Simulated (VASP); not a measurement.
LuGaAs2:

```
CELL_PARAMETERS angstrom
4.05146 0.00000 0.00000
0.00000 4.05146 0.00000
0.00000 0.00000 5.72964
ATOMIC_POSITIONS crystal
Ga 0.00000 0.00000 0.00000
As 0.00000 0.00000 0.50000
As 0.50000 0.50000 0.00000
Lu 0.50000 0.50000 0.50000
```

```yaml
Program: VASP 6.6.1
Task: relaxation of cell and atoms
Functional: PBE
Potentials_or_basis: VASP PAW PBE potentials, release 64 (Ga_d, As, Lu)
Cutoff: 600 eV
k_mesh: 6 × 6 × 4
Occupations: fermi-dirac, width 0.02 eV
Spin: no spin polarisation
```

At the start: pressure -3.1 GPa; volume 23.51 Å³/atom.

Q: How do energy, volume and symmetry change on relaxing?

A: Over 8 steps the energy falls by 15.8 meV/atom and the volume is 22.28 Å³/atom (-5.2 %); space group P4/mmm (No. 123, to 0.05 Å).

The path:
```tsv
step	energy change (eV)	largest force (eV/Å)	pressure (GPa)	volume (Å³)
1	0.0000	0.0000	-3.14	94.05
2	-0.0550	0.0000	1.08	87.90
3	-0.0576	0.0000	0.24	88.96
4	-0.0622	0.0000	0.07	89.10
5	-0.0632	0.0000	-0.02	89.19
6	-0.0633	0.0000	-0.06	89.21
7	-0.0633	0.0000	-0.05	89.22
8	-0.0633	0.0000	0.02	89.12
```

Final structure:
```xyz
4
Lattice="3.9341 0.0000 0.0000 0.0000 3.9341 0.0000 0.0000 0.0000 5.7580" Properties=species:S:1:pos:R:3 pbc="T T T"
Ga    0.0000    3.9341    0.0000
As    0.0000    3.9341    2.8790
As    1.9670    1.9670    0.0000
Lu    1.9670    1.9670    2.8790
```
